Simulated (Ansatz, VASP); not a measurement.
Pd in VASP and in Ansatz

Contents of INCAR:

```
SYSTEM = Pd
PREC = Accurate
ENCUT = 520
EDIFF = 1E-8
ISMEAR = -1
SIGMA = 0.05
LREAL = .False.
LASPH = .True.
NELM = 60
ALGO = Normal
ISIF = 2
LWAVE = .False.
LCHARG = .False.
GGA = PE
LEFG = .True.
NBANDS = 11
```

KPOINTS

```
regular mesh
0
Gamma
  18 18 18
  0 0 0
```

POSCAR

```
Pd
1.0
    0.0000000000      1.9704937245      1.9704937245
    1.9704937245      0.0000000000      1.9704937245
    1.9704937245      1.9704937245      0.0000000000
Pd
1
Direct
    0.0000000000      0.0000000000      0.0000000000
```

Input for Ansatz:

```yaml
crystal:
  lattice:
    - [0.0, 1.9704937245, 1.9704937245]
    - [1.9704937245, 0.0, 1.9704937245]
    - [1.9704937245, 1.9704937245, 0.0]
  atoms:
    - { symbol: Pd, position: [0.0, 0.0, 0.0] }
kpoints:
  mp_grid: { grid: [18, 18, 18] }
scf:
  occupations: { method: fermi_dirac, width: 0.05 }
hamiltonian:
  xc: pbe
  pseudopotentials: { kind: paw }
output:
  forces: true
  stress: true
  eigenvalues: true
  efg: { contact_densities: true }
```

Change from the starting cell: volume scaled by 1.04, PAW files.

Alike in both runs: task electric field gradients; functional PBE; k mesh 18 × 18 × 18; occupations fermi-dirac, width 0.05 eV; no spin polarisation.

```csv
,VASP,Ansatz
version,VASP 6.6.1,Ansatz 0.2.0
potentials or method,"VASP PAW PBE potentials, release 64 (Pd)","PAW with Ansatz's default frozen-core files, scalar-relativistic"
plane-wave cutoff (eV),520,420
valence electrons in the cell,10,18
```

|  | VASP | Ansatz | Ansatz less VASP |
| --- | --- | --- | --- |
| pressure (GPa) | -0.1 | 0.2 | +0.29 |

The functional is the same, so the differences come from potentials, cutoffs and numerics. VASP's potentials hold 10 valence electrons a cell and Ansatz's 18, so a difference there can come from the potentials and not from the codes.
